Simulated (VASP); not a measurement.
# K (Cmcm) in VASP: single point with r2SCAN

Aim: the single point of K with r2SCAN.

Everything below comes from runs of VASP 6.6.1. Logs are shortened: lines on timing, memory, paths and dates and some standing lists are left out, and cuts for length are marked.

## (1) The cell of the first run

The structure is orthorhombic, space group Cmcm (No. 63). Conventional cell: a = 4.827 Å, b = 8.095 Å, c = 7.812 Å, α = 90.00°, β = 90.00°, γ = 90.00°.

## (2) Single point, r2SCAN (strain -0.0100 x Voigt [1, 0, 0, 0, 0, 0])

POSCAR reads:

```
K
1.0
    2.4135827265     -4.0476104500      0.0000000000
    2.4135827265      4.0476104500      0.0000000000
    0.0000000000      0.0000000000      7.8117980100
K
2
Direct
    0.8206130200      0.1793869800      0.2500000000
    0.1793869800      0.8206130200      0.7500000000
```

INCAR.step1 reads:

```
SYSTEM = K
PREC = Accurate
ENCUT = 520
ISMEAR = 0
SIGMA = 0.15
LREAL = .False.
LASPH = .True.
NELM = 100
NBANDS = 16
GGA = PE
ALGO = Normal
EDIFF = 1E-4
LWAVE = .True.
LCHARG = .False.
```

INCAR.step2 reads:

```
SYSTEM = K
PREC = Accurate
ENCUT = 520
EDIFF = 1E-6
ISMEAR = 0
SIGMA = 0.15
LREAL = .False.
LASPH = .True.
NELM = 100
ALGO = Normal
ISIF = 2
LWAVE = .False.
LCHARG = .False.
METAGGA = R2SCAN
LMIXTAU = .True.
NBANDS = 16
ISTART = 1
```

KPOINTS reads:

```
regular mesh
0
Gamma
  12 12 6
  0 0 0
```

Potentials or basis: VASP PAW PBE potentials, release 64 (K_sv).

Started as:

```console
$ cat potpaw_PBE.64/K_sv/POTCAR > POTCAR
$ cp INCAR.step1 INCAR
$ mpirun -np 1 vasp_std > vasp.out
$ cp INCAR.step2 INCAR
$ mpirun -np 1 vasp_std > vasp.out
```

OUTCAR:

```text
SYSTEM = K
   PREC = Accurate
   ENCUT = 520
   EDIFF = 1E-6
   ISMEAR = 0
   LREAL = .False.
   LASPH = .True.
   NELM = 100
   ISIF = 2
   METAGGA = R2SCAN
   ISTART = 1

 ion  position               nearest neighbor table
   1  0.821  0.179  0.250-
   2  0.179  0.821  0.750-

  LATTYP: Found a base centered orthorhombic cell.
 ALAT       =     4.8271654530
 B/A-ratio  =     1.6770133485
 C/A-ratio  =     1.6182992040

  Lattice vectors:

 A1 = (   2.4135827265,  -4.0476104500,   0.0000000000)
 A2 = (   2.4135827265,   4.0476104500,   0.0000000000)
 A3 = (   0.0000000000,   0.0000000000,   7.8117980100)

Analysis of symmetry for initial positions (statically):
=====================================================================
 Subroutine PRICEL returns:
 Original cell was already a primitive cell.

 Routine SETGRP: Setting up the symmetry group for a
 base centered orthorhombic supercell.

 Subroutine GETGRP returns: Found  8 space group operations
 (whereof  4 operations were pure point group operations)
 out of a pool of  8 trial point group operations.

The static configuration has the point symmetry C_2h.
 The point group associated with its full space group is D_2h.

Analysis of symmetry for dynamics (positions and initial velocities):
=====================================================================
 Subroutine PRICEL returns:
 Original cell was already a primitive cell.

 Routine SETGRP: Setting up the symmetry group for a
 base centered orthorhombic supercell.

 Subroutine GETGRP returns: Found  8 space group operations
 (whereof  4 operations were pure point group operations)
 out of a pool of  8 trial point group operations.

The dynamic configuration has the point symmetry C_2h.
 The point group associated with its full space group is D_2h.

 Subroutine INISYM returns: Found  8 space group operations
 (whereof  4 operations are pure point group operations),
 and found     1 'primitive' translations

----------------------------------------------------------------------------------------

                                     Primitive cell

  volume of cell :     152.6307

  direct lattice vectors                    reciprocal lattice vectors
     2.413582727 -4.047610450  0.000000000     0.207160912 -0.123529674  0.000000000
     2.413582727  4.047610450  0.000000000     0.207160912  0.123529674  0.000000000
     0.000000000  0.000000000  7.811798010     0.000000000  0.000000000  0.128011502

  length of vectors
     4.712592910  4.712592910  7.811798010     0.241195406  0.241195406  0.128011502

  position of ions in fractional coordinates (direct lattice)
     0.820613020  0.179386980  0.250000000
     0.179386980  0.820613020  0.750000000

  ion indices of the primitive-cell ions
   primitive index   ion index
                 1           1
                 2           2

----------------------------------------------------------------------------------------

 KPOINTS: regular mesh

Automatic generation of k-mesh.
 Grid dimensions read from file:
 generate k-points for:   12   12    6

 Generating k-lattice:

  Cartesian coordinates                     Fractional coordinates (reciprocal lattice)
     0.017263409 -0.010294140  0.000000000     0.083333333  0.000000000  0.000000000
     0.017263409  0.010294140  0.000000000     0.000000000  0.083333333  0.000000000
     0.000000000  0.000000000  0.021335250     0.000000000  0.000000000  0.166666667

  Length of vectors
     0.020099617  0.020099617  0.021335250

  Shift w.r.t. Gamma in fractional coordinates (k-lattice)
     0.000000000  0.000000000  0.000000000

 Subroutine IBZKPT returns following result:
 ===========================================

 Found    172 irreducible k-points:

 Following reciprocal coordinates:
            Coordinates               Weight
  0.000000  0.000000  0.000000      1.000000
  0.083333 -0.000000  0.000000      4.000000
  0.166667 -0.000000  0.000000      4.000000
  0.250000 -0.000000  0.000000      4.000000
  0.333333 -0.000000  0.000000      4.000000
  0.416667 -0.000000  0.000000      4.000000
[... 16 lines left out ...]
  0.500000  0.166667  0.000000      4.000000
 -0.416667  0.166667  0.000000      4.000000
 [... further k-points ...]
   k-points           NKPTS =    172   k-points in BZ     NKDIM =    172   number of bands    NBANDS=     16
   number of dos      NEDOS =    301   number of ions     NIONS =      2
   total plane-waves  NPLWV =  77760
   dimension x,y,z NGX =    36 NGY =   36 NGZ =   60
   dimension x,y,z NGXF=    72 NGYF=   72 NGZF=  120
   ions per type =               2
   NGX,Y,Z   is equivalent  to a cutoff of  12.70, 12.70, 12.77 a.u.
   NGXF,Y,Z  is equivalent  to a cutoff of  25.40, 25.40, 25.54 a.u.
 SYSTEM =  K
   PREC   = accura    normal or accurate (medium, high low for compatibility)
   ISTART =      1    job   : 0-new  1-cont  2-samecut
   ICHARG =      0    charge: 1-file 2-atom 10-const
   ISPIN  =      1    spin polarized calculation?
   LNONCOLLINEAR =      F non collinear calculations
   LSORBIT =      F    spin-orbit coupling
   LASPH  =      T    aspherical Exc in radial PAW
   ENCUT  =  520.0 eV  38.22 Ry    6.18 a.u.   8.76  8.76 14.52*2*pi/ulx,y,z
   NELM   =    100;   NELMIN=  2; NELMDL=  0     # of ELM steps
   EDIFF  = 0.1E-05   stopping-criterion for ELM
   LREAL  =      F    real-space projection
   EDIFFG = 0.1E-04   stopping-criterion for IOM
   NSW    =      0    number of steps for IOM
   IBRION =     -1    ionic relax: 0-MD 1-quasi-New 2-CG
   NFREE  =      0    steps in history (QN), initial steepest desc. (CG)
   ISIF   =      2    stress and relaxation
   ISYM   =      2    0-nonsym 1-usesym 2-fastsym
   POTIM  = 0.5000    time-step for ionic-motion
   TEBEG  =    0.0;   TEEND  =   0.0 temperature during run
   PSTRESS=    0.0 pullay stress
   NELECT =      18.0000    total number of electrons
   NUPDOWN=      -1.0000    fix difference up-down
   EMIN   =  10.00;   EMAX   =-10.00  energy-range for DOS
   EFERMI =   0.00;   METHOD = LEGACY
   ISMEAR =     0;   SIGMA  =   0.15  broadening in eV -4-tet -1-fermi 0-gaus
   EFERMI_NEDOS =   21; number of points for ismear=-14 and -15
   IALGO  =     38    algorithm
   IMIX   =      4    mixing-type and parameters
     AMIX     =   0.40;   BMIX     =  1.00
     AMIX_MAG =   1.60;   BMIX_MAG =  1.00
  volume/ion in A,a.u.               =      76.32       515.00
  Fermi-wavevector in a.u.,A,eV,Ry     =   0.802820  1.517110  8.769234  0.644520
  Thomas-Fermi vector in A             =   1.910571
   LORBIT       =      0    0 simple, 1 ext, 2 COOP (PROOUT), +10 PAW based schemes
   METAGGA = R2SCAN    functional components
   LHFCALC =     F    Hartree Fock is set to
   AEXX    =    0.0000 exact exchange contribution
   IVDW    =     0    specifies the selected vdW correction
   LEPSILON=     F    determine dielectric tensor
   LRPA    =     F    only Hartree local field effects (RPA)
 non-spin polarized calculation
 Gauss-broadening in eV      SIGMA  =   0.15
  energy-cutoff  :      520.00
  volume of cell :      152.63
 maximum number of plane-waves:      4133
   NGX = 17   NGY = 17   NGZ = 29

 number of electron      18.0000000 magnetization

 Free energy of the ion-electron system (eV)
  ---------------------------------------------------
  ext. energy  EPLUGINS =         0.00000000
  ---------------------------------------------------
  free energy    TOTEN  =       -12.03114449 eV

  energy without entropy =      -12.01541076  energy(sigma->0) =      -12.02327762

 E-fermi :  -0.1561     XC(G=0):  -5.8174

 val. band max:       -0.1888068501   @ k =   0.5000   0.4167   0.0000
 cond. band min:      -0.1516540440   @ k =   0.5000   0.1667   0.3333
 fundamental gap:      0.0371528061
 Fermi energy:        -0.1560739704

 k-point     1 :       0.0000    0.0000    0.0000
  band No.  band energies     occupation
      1     -33.8196      2.00000
      2     -33.8164      2.00000
      3     -16.5527      2.00000
      4     -16.5041      2.00000
      5     -16.4994      2.00000
      6     -16.4939      2.00000
[... 8 lines left out ...]
     15       4.7245      0.00000
     16       4.8287      0.00000

 k-point     2 :       0.0833   -0.0000    0.0000
  band No.  band energies     occupation
      1     -33.8194      2.00000
      2     -33.8163      2.00000
      3     -16.5513      2.00000
      4     -16.5065      2.00000
      5     -16.5009      2.00000
      6     -16.4971      2.00000
[... 8 lines left out ...]
     15       4.6540      0.00000
     16       4.8822      0.00000

 k-point     3 :       0.1667   -0.0000    0.0000
  band No.  band energies     occupation
      1     -33.8189      2.00000
      2     -33.8161      2.00000
      3     -16.5474      2.00000
      4     -16.5142      2.00000
      5     -16.5058      2.00000
      6     -16.5039      2.00000
[... 8 lines left out ...]
     15       4.5336      0.00000
     16       4.8046      0.00000

 k-point     4 :       0.2500   -0.0000    0.0000
  band No.  band energies     occupation
      1     -33.8181      2.00000
      2     -33.8157      2.00000
      3     -16.5415      2.00000
      4     -16.5255      2.00000
      5     -16.5174      2.00000
      6     -16.5073      2.00000
[... 8 lines left out ...]
     15       4.7014      0.00000
     16       4.7187      0.00000

 k-point     5 :       0.3333   -0.0000    0.0000
  band No.  band energies     occupation
      1     -33.8172      2.00000
      2     -33.8155      2.00000
      3     -16.5369      2.00000
      4     -16.5344      2.00000
      5     -16.5289      2.00000
      6     -16.5105      2.00000
[... 8 lines left out ...]
     15       4.5159      0.00000
     16       4.9049      0.00000

 k-point     6 :       0.4167   -0.0000    0.0000
  band No.  band energies     occupation
      1     -33.8165      2.00000
      2     -33.8154      2.00000
      3     -16.5453      2.00000
      4     -16.5372      2.00000
      5     -16.5276      2.00000
      6     -16.5128      2.00000
[... 8 lines left out ...]
     15       4.3881      0.00000
     16       5.0798      0.00000

 k-point     7 :       0.5000   -0.0000    0.0000
  band No.  band energies     occupation
      1     -33.8162      2.00000
      2     -33.8154      2.00000
      3     -16.5484      2.00000
      4     -16.5402      2.00000
      5     -16.5241      2.00000
      6     -16.5136      2.00000
[... 8 lines left out ...]
     15       4.3446      0.00000
     16       5.1582      0.00000

 k-point     8 :       0.0833    0.0833    0.0000
  band No.  band energies     occupation
      1     -33.8190      2.00000
      2     -33.8162      2.00000
      3     -16.5486      2.00000
      4     -16.5113      2.00000
      5     -16.5046      2.00000
      6     -16.5002      2.00000
[... 8 lines left out ...]
     15       4.6350      0.00000
     16       4.6971      0.00000

 k-point     9 :       0.1667    0.0833    0.0000
  band No.  band energies     occupation
      1     -33.8184      2.00000
      2     -33.8159      2.00000
      3     -16.5435      2.00000
      4     -16.5195      2.00000
      5     -16.5131      2.00000
      6     -16.5052      2.00000
[... 8 lines left out ...]
     15       4.6067      0.00000
     16       4.7054      0.00000
[... 172 lines left out ...]
 k-point    19 :       0.1667    0.1667    0.0000
  band No.  band energies     occupation
      1     -33.8177      2.00000
      2     -33.8157      2.00000
      3     -16.5378      2.00000
      4     -16.5254      2.00000
      5     -16.5226      2.00000
      6     -16.5091      2.00000
[... 8 lines left out ...]
     15       4.0411      0.00000
     16       4.7745      0.00000

 k-point    20 :       0.2500    0.1667    0.0000
  band No.  band energies     occupation
      1     -33.8169      2.00000
      2     -33.8155      2.00000
      3     -16.5336      2.00000
      4     -16.5310      2.00000
      5     -16.5294      2.00000
      6     -16.5150      2.00000
[... 8 lines left out ...]
     15       3.7688      0.00000
     16       4.5430      0.00000

 k-point    21 :       0.3333    0.1667    0.0000
  band No.  band energies     occupation
      1     -33.8162      2.00000
      2     -33.8154      2.00000
      3     -16.5411      2.00000
      4     -16.5337      2.00000
      5     -16.5244      2.00000
      6     -16.5198      2.00000
[... 8 lines left out ...]
     15       3.6693      0.00000
     16       4.2873      0.00000

 k-point    22 :       0.4167    0.1667    0.0000
  band No.  band energies     occupation
      1     -33.8159      2.00000
      2     -33.8154      2.00000
      3     -16.5447      2.00000
      4     -16.5366      2.00000
      5     -16.5215      2.00000
      6     -16.5208      2.00000
[... 8 lines left out ...]
     15       3.6581      0.00000
     16       4.2300      0.00000

 k-point    23 :       0.5000    0.1667    0.0000
  band No.  band energies     occupation
      1     -33.8163      2.00000
      2     -33.8152      2.00000
      3     -16.5433      2.00000
      4     -16.5367      2.00000
      5     -16.5260      2.00000
      6     -16.5185      2.00000
[... 8 lines left out ...]
     15       3.7314      0.00000
     16       4.4849      0.00000

 k-point    24 :      -0.4167    0.1667    0.0000
  band No.  band energies     occupation
      1     -33.8169      2.00000
      2     -33.8152      2.00000
      3     -16.5370      2.00000
      4     -16.5333      2.00000
      5     -16.5326      2.00000
      6     -16.5144      2.00000
[... 8 lines left out ...]
     15       3.8884      0.00000
     16       4.7639      0.00000

 [... further k-points ...]

------------------------ aborting loop because EDIFF is reached ----------------------------------------

  FORCE on cell =-STRESS in cart. coord.  units (eV):
  Direction    XX          YY          ZZ          XY          YZ          ZX
  --------------------------------------------------------------------------------------
  -------------------------------------------------------------------------------------
  Total        0.0067137      0.0197116     -0.0152440      0.0000000      0.0000000      0.0000000
  in kB        0.0704746      0.2069147     -0.1600179      0.0000000      0.0000000      0.0000000
  external PRESSURE =       0.0391238 kB  Pullay stress =       0.0000000 kB

 VOLUME and BASIS-vectors are now :
 -----------------------------------------------------------------------------
  energy-cutoff  :      520.00
  volume of cell :      152.63
      direct lattice vectors                 reciprocal lattice vectors
     2.413582727 -4.047610450  0.000000000     0.207160912 -0.123529674  0.000000000
     2.413582727  4.047610450  0.000000000     0.207160912  0.123529674  0.000000000
     0.000000000  0.000000000  7.811798010     0.000000000  0.000000000  0.128011502

 POSITION                                       TOTAL-FORCE (eV/Angst)
 -----------------------------------------------------------------------------------
      2.41358     -2.59543      1.95295         0.000000     -0.003162     -0.000000
      2.41358      2.59543      5.85885         0.000000      0.003162      0.000000
 -----------------------------------------------------------------------------------
    total drift:                               -0.000000     -0.000000      0.000000

  FREE ENERGIE OF THE ION-ELECTRON SYSTEM (eV)
  ---------------------------------------------------
  free  energy   TOTEN  =       -12.0311444897 eV

  energy  without entropy=      -12.0154107576  energy(sigma->0) =      -12.02327762
```

Wall time 16 min (1 thread of Intel Xeon Platinum 8488C (Sapphire Rapids), shared host); peak memory 0.52 GiB.

What came out:

```
Free energy            : -12.0311 eV
Pressure               : 0.0 GPa
Largest force          : 0.003 eV/Å
Band gap on the k mesh : zero (bands 9 and 10 overlap by 2.74 eV)
```

Forces in eV/Å, atoms in the order of the input:
```
K    0.000 -0.003  0.000
K    0.000  0.003  0.000
```

Caveat: the cell differs from its parent crystal (strain -0.0100 x Voigt [1, 0, 0, 0, 0, 0]); the PAW data sets were made with another functional, which shifts forces and pressure a little.

The gap in the log of VASP goes by the Fermi energy; the results here count the filled bands.